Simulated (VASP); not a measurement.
# Bi4Se3 (R-3m) in VASP: a series of runs, part 2 of 2

VASP 6.6.1. Earlier steps stand in the parts before.

**3. Single point, PBEsol**

This run uses another cell than the first one, of 29.62 Å³/atom.

File INCAR:

```
PREC = Accurate
ENCUT = 520
EDIFF = 1E-6
ISMEAR = -1
SIGMA = 0.1
LREAL = F
LASPH = T
NELM = 60
ALGO = Normal
ISIF = 2
LWAVE = F
LCHARG = F
GGA = PS
NBANDS = 48
```

File KPOINTS:

```
Automatic mesh
0
Gamma
  7 7 7
```

File POSCAR:

```
Bi4Se3
1.0
    2.1312355606      1.2304694230     13.1775213327
   -2.1312355606      1.2304694230     13.1775213327
    0.0000000000     -2.4609388509     13.1775213323
Bi Se
4 3
Direct
    0.1445670133      0.1445670133      0.1445670133
    0.8554329867      0.8554329867      0.8554329867
    0.2871355287      0.2871355287      0.2871355287
    0.7128644713      0.7128644713      0.7128644713
    0.4178592178      0.4178592178      0.4178592178
    0.5821407822      0.5821407822      0.5821407822
    0.0000000000      0.0000000000      0.0000000000
```

Potentials or basis: VASP PAW PBE potentials, release 64 (Bi_d, Se).

Launch:

```
$ cat potpaw_PBE.64/Bi_d/POTCAR potpaw_PBE.64/Se/POTCAR > POTCAR
$ mpirun -np 1 vasp_std > vasp.out
```

OUTCAR:

```text
PREC = Accurate
   ENCUT = 520
   EDIFF = 1E-6
   ISMEAR = -1
   LREAL = F
   LASPH = T
   NELM = 60
   ISIF = 2
   GGA = PS

 ion  position               nearest neighbor table
   1  0.145  0.145  0.145-   2 3.02   2 3.02   2 3.02
   2  0.855  0.855  0.855-   1 3.02   1 3.02   1 3.02
   3  0.287  0.287  0.287-   6 2.89   6 2.89   6 2.89   7 3.06   7 3.06   7 3.06
   4  0.713  0.713  0.713-   5 2.89   5 2.89   5 2.89   7 3.06   7 3.06   7 3.06
   5  0.418  0.418  0.418-   4 2.89   4 2.89   4 2.89
   6  0.582  0.582  0.582-   3 2.89   3 2.89   3 2.89
   7  0.000  0.000  0.000-   4 3.06   4 3.06   3 3.06   3 3.06   4 3.06   3 3.06

  LATTYP: Found a trigonal (rhomboedric) cell.
 ALAT       =    13.4053455192
 COS(alpha) =     0.9494481703

  Lattice vectors:

 A1 = (   2.1312355606,   1.2304694230,  13.1775213327)
 A2 = (  -2.1312355606,   1.2304694230,  13.1775213327)
 A3 = (   0.0000000000,  -2.4609388509,  13.1775213323)

Analysis of symmetry for initial positions (statically):
=====================================================================
 Subroutine PRICEL returns:
[... 177 lines left out ...]

  energy without entropy =      -30.64259529  energy(sigma->0) =      -30.65899693

 E-fermi :   5.8229     XC(G=0):  -9.8191

 val. band max:        5.8135908242   @ k =   0.4286   0.4286   0.4286
 cond. band min:       5.9069767266   @ k =  -0.4286  -0.4286   0.1429
 fundamental gap:      0.0933859024
 Fermi energy:         5.8228820748

 k-point     1 :       0.0000    0.0000    0.0000
  band No.  band energies     occupation
      1     -17.6845      2.00000
      2     -17.6845      2.00000
      3     -17.6816      2.00000
      4     -17.6816      2.00000
      5     -17.6708      2.00000
      6     -17.6689      2.00000
[... 1213 lines left out ...]
     47       9.2212      0.00000
     48       9.4971      0.00000

 [... further k-points ...]
[... 5 lines left out ...]
  --------------------------------------------------------------------------------------
  -------------------------------------------------------------------------------------
  Total        0.0024712      0.0024712      0.0033095      0.0000000     -0.0000000      0.0000000
  in kB        0.0190954      0.0190954      0.0255735      0.0000000     -0.0000000      0.0000000
  external PRESSURE =       0.0212548 kB  Pullay stress =       0.0000000 kB

 VOLUME and BASIS-vectors are now :
 -----------------------------------------------------------------------------
  energy-cutoff  :      520.00
  volume of cell :      207.34
      direct lattice vectors                 reciprocal lattice vectors
     2.131235561  1.230469423 13.177521333     0.234605695  0.135449661  0.025295602
    -2.131235561  1.230469423 13.177521333    -0.234605695  0.135449661  0.025295602
     0.000000000 -2.460938851 13.177521332     0.000000000 -0.270899322  0.025295602

 POSITION                                       TOTAL-FORCE (eV/Angst)
 -----------------------------------------------------------------------------------
      0.00000     -0.00000      5.71510         0.000000      0.000000     -0.001296
      0.00000     -0.00000     33.81746         0.000000     -0.000000      0.001296
      0.00000     -0.00000     11.35120         0.000000     -0.000000      0.008079
      0.00000     -0.00000     28.18136         0.000000      0.000000     -0.008079
      0.00000     -0.00000     16.51905         0.000000     -0.000000      0.012767
      0.00000     -0.00000     23.01352         0.000000      0.000000     -0.012767
      0.00000      0.00000      0.00000         0.000000      0.000000      0.000000
 -----------------------------------------------------------------------------------
    total drift:                                0.000000     -0.000000     -0.000000

  FREE ENERGIE OF THE ION-ELECTRON SYSTEM (eV)
  ---------------------------------------------------
  free  energy   TOTEN  =       -30.6753985729 eV

  energy  without entropy=      -30.6425952856  energy(sigma->0) =      -30.65899693
```

OSZICAR:

```text
N       E                     dE             d eps       ncg     rms          rms(c)
DAV:   1     0.889273262550E+03    0.88927E+03   -0.38103E+04  4224   0.180E+03
DAV:   2     0.900011176251E+02   -0.79927E+03   -0.77840E+03  4240   0.504E+02
DAV:   3    -0.245705738719E+02   -0.11457E+03   -0.10970E+03  5160   0.196E+02
DAV:   4    -0.311270119221E+02   -0.65564E+01   -0.64590E+01  4920   0.466E+01
DAV:   5    -0.314115656178E+02   -0.28455E+00   -0.28419E+00  5488   0.995E+00    0.527E+00
DAV:   6    -0.306815747534E+02    0.72999E+00   -0.17232E+00  5384   0.833E+00    0.341E+00
DAV:   7    -0.306749360637E+02    0.66387E-02   -0.45621E-01  4648   0.286E+00    0.187E+00
DAV:   8    -0.306760062609E+02   -0.10702E-02   -0.80617E-02  5088   0.125E+00    0.526E-01
DAV:   9    -0.306751994667E+02    0.80679E-03   -0.74781E-03  5088   0.496E-01    0.123E-01
DAV:  10    -0.306753797104E+02   -0.18024E-03   -0.22939E-03  5120   0.185E-01    0.725E-02
DAV:  11    -0.306753818589E+02   -0.21484E-05   -0.16485E-04  5472   0.640E-02    0.413E-02
DAV:  12    -0.306753986302E+02   -0.16771E-04   -0.43888E-05  4808   0.366E-02    0.637E-03
DAV:  13    -0.306753985729E+02    0.57338E-07   -0.57931E-06  3936   0.147E-02
   1 F= -.30675399E+02 E0= -.30658997E+02  d E =-.328033E-01
```

stdout:

```text
POSCAR found type information on POSCAR BiSe
 POSCAR found :  2 types and       7 ions
 scaLAPACK will be used
 -----------------------------------------------------------------------------
|                                                                             |
|                                                                             |
|     You enforced a specific xc type in the INCAR file but a different       |
|     I HOPE YOU KNOW WHAT YOU ARE DOING!                                     |
|                                                                             |
 -----------------------------------------------------------------------------

 LDA part: xc-table for (Slater+PW92), standard interpolation
 POSCAR, INCAR and KPOINTS ok, starting setup
 FFT: planning ... GRIDC
 FFT: planning ... GRID_SOFT
 FFT: planning ... GRID
 WAVECAR not read
 entering main loop
```

Run time: 56 min. Hardware: 1 thread of AMD EPYC 9R45 (Zen 5), shared host; peak memory 1.8 GiB.

Results:

```
Free energy            : -30.6754 eV
Pressure               : 0.0 GPa
Largest force          : 0.013 eV/Å
Band gap on the k mesh : zero (bands 39 and 40 overlap by 0.01 eV)
```

Forces on the atoms (eV/Å):
```
Bi   0.000  0.000 -0.001
Bi   0.000  0.000  0.001
Bi   0.000  0.000  0.008
Bi   0.000  0.000 -0.008
Se   0.000  0.000  0.013
Se   0.000  0.000 -0.013
Se   0.000  0.000  0.000
```

Caveat: the PAW data sets were made with another functional, which shifts forces and pressure a little; spin-orbit coupling is left out, which moves the levels of the heavy elements.

The gap in the log of VASP goes by the Fermi energy; the results here count the filled bands.